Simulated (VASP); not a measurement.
Input of a VASP 6.6.1 run:

Contents of INCAR:

```
PREC = Accurate ; ENCUT = 520
EDIFF = 1E-6 ; ISMEAR = -1
SIGMA = 0.05 ; LREAL = False
LASPH = True ; NELM = 60
ALGO = Normal ; ISIF = 2
LWAVE = False ; LCHARG = False
GGA = PE ; NBANDS = 76
ISYM = 0
```

File KPOINTS:

```
Automatic mesh
0
Gamma
  1 1 1
```

Contents of POSCAR:

```
ZnO
1.0
    5.7473940000      0.0504630000     -0.0849840000
    0.0504630000      5.7953560000      0.0830010000
   -0.0849840000      0.0830010000      5.6298910000
Zn O
7 7
Direct
    0.3663412601      0.9604525069      0.7210048342
    0.4636883730      0.5511686475      0.4664807087
    0.2641386344      0.4515929728      0.9625875331
    0.0226479775      0.5626957277      0.4372724814
    0.5600291800      0.1490784192      0.2443553280
    0.7967591330      0.6126879084      0.9718268203
    0.1080309559      0.0321054109      0.2594323978
    0.6939956482      0.9748864903      0.5479045638
    0.7252249134      0.7604929273      0.3990641809
    0.5041784100      0.6242211170      0.7982801303
    0.0788215067      0.7076144418      0.1355384786
    0.8270064384      0.3278827543      0.1867385565
    0.3192630436      0.1226776839      0.0005081590
    0.2446133438      0.2986398965      0.4916634816
```

Potentials or basis: VASP PAW PBE potentials, release 64 (Zn, O).

Command:

```console
$ cat potpaw_PBE.64/Zn/POTCAR potpaw_PBE.64/O/POTCAR > POTCAR
$ mpirun -np 1 vasp_gam > vasp.out
```

**Question.** Estimate the pressure.

**Answer.** 2.3 GPa.

**Question.** Estimate the largest force.

**Answer.** 1.921 eV/Å.

Forces in eV/Å, atoms in the order of the input:
```
Zn   0.206 -0.402 -0.918
Zn   0.639  0.372 -0.332
Zn  -0.401  0.547 -0.157
Zn  -0.981 -0.410  0.820
Zn   1.037 -0.047  0.506
Zn  -0.326 -0.039 -0.199
Zn  -0.965  0.426  0.381
O   -0.052 -0.016 -0.253
O   -0.499 -0.067  0.345
O   -0.098 -0.028  0.994
O    1.140  0.190 -1.535
O    0.076 -0.111 -0.041
O    0.115 -0.017  0.319
O    0.109 -0.398  0.071
```

Caveat: the k points lie up to 1.12 Å⁻¹ apart.
